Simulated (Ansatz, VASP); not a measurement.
# Ti: VASP beside Ansatz

```
CELL_PARAMETERS angstrom
2.55721 0.00000 0.00000
0.00000 2.55721 0.00000
0.00000 0.00000 2.55721
ATOMIC_POSITIONS crystal
Ti 0.00000 0.00000 0.00000
```

Alike in both runs: task single point; functional revPBE; k mesh 13 × 13 × 13; occupations fermi-dirac, width 0.1 eV; no spin polarisation.

|  | VASP | Ansatz |
| --- | --- | --- |
| version | VASP 6.6.1 | Ansatz 0.2.0 |
| potentials or method | VASP PAW PBE potentials, release 64 (Ti_sv), cutoff 520 eV | plane waves (420 eV) with PAW, scalar-relativistic |
| valence electrons in the cell | 12 | 12 |

```csv
,VASP,Ansatz,Ansatz less VASP
pressure (GPa),11.5,11.6,+0.15
```

VASP's potentials were made for PBE, not for revPBE. With one functional, cell and mesh, what is left measures potentials, basis and numerics.
